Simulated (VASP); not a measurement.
Si, 2 atoms in the cell. The structure is tetragonal, space group I4_1/amd (No. 141). Conventional cell: a = 3.653 Å, b = 3.653 Å, c = 5.763 Å, α = 90.00°, β = 90.00°, γ = 90.00°. Si (site symmetry -4m2) has 4 Si at 2.33 Å within 3.1 Å.  This cell differs from its parent crystal: volume 19.228 Å^3 an atom, c/a of the conventional cell 1.1154.

```yaml
Program: VASP 6.6.1
Task: single point
Functional: LDA
Potentials_or_basis: VASP PAW LDA potentials, release 64 (Si)
Cutoff: 520 eV
k_mesh: 12 × 12 × 12
Occupations: gaussian, width 0.05 eV
Spin: no spin polarisation
Dipole_correction: no
Further_INCAR_settings: ALGO = Normal; EDIFF = 1e-06; NBANDS = 11
```

Potentials or basis: VASP PAW LDA potentials, release 64 (Si).

Command:

```bash
$ cat potpaw_LDA.64/Si/POTCAR > POTCAR
$ mpirun -np 1 vasp_std > vasp.out
```

Hardware: 1 thread of Intel(R) Xeon(R) Platinum 8375C CPU @ 2.90GHz (Ice Lake) (shared host).

Problem. Estimate the wall time of this run.

Solution. Wall time 47 s on 1 thread of Intel(R) Xeon(R) Platinum 8375C CPU @ 2.90GHz (Ice Lake), with other jobs on the host, peak memory 0.17 GiB. Counts: scf iterations 11, k points 163.
